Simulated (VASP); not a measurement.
Crystal: NaH.

```xyz
2
Lattice="0.0000 2.4879 2.4879 2.4879 0.0000 2.4879 2.4879 2.4879 0.0000" Properties=species:S:1:pos:R:3 pbc="T T T"
Na    0.0000    0.0000    0.0000
H     2.4879    2.4879    2.4879
```

Base run:

- Program: VASP 6.6.1
- Functional: HSE06
- Potentials or basis: VASP PAW PBE potentials, release 64 (Na_pv, H)
- Cutoff: 520 eV
- k mesh: 6 × 6 × 6
- Occupations: fermi-dirac, width 0.05 eV
- Spin: no spin polarisation

Its results: band gap on the k mesh 4.67 eV (least direct gap 5.53 eV); pressure -2.1 GPa.

The run is repeated on the same cell with these changes: functional from HSE06 to PBE0; further incar settings from ALGO = Normal; EDIFF = 1e-07; NBANDS = 11 to ALGO = Normal; EDIFF = 1e-06; NBANDS = 11. What comes out?

Band gap on the k mesh 5.40 eV (least direct gap 6.27 eV); pressure -2.1 GPa.

Caveats: the PAW data sets were made with another functional, which shifts forces and pressure a little.

A k mesh can miss the band edges.
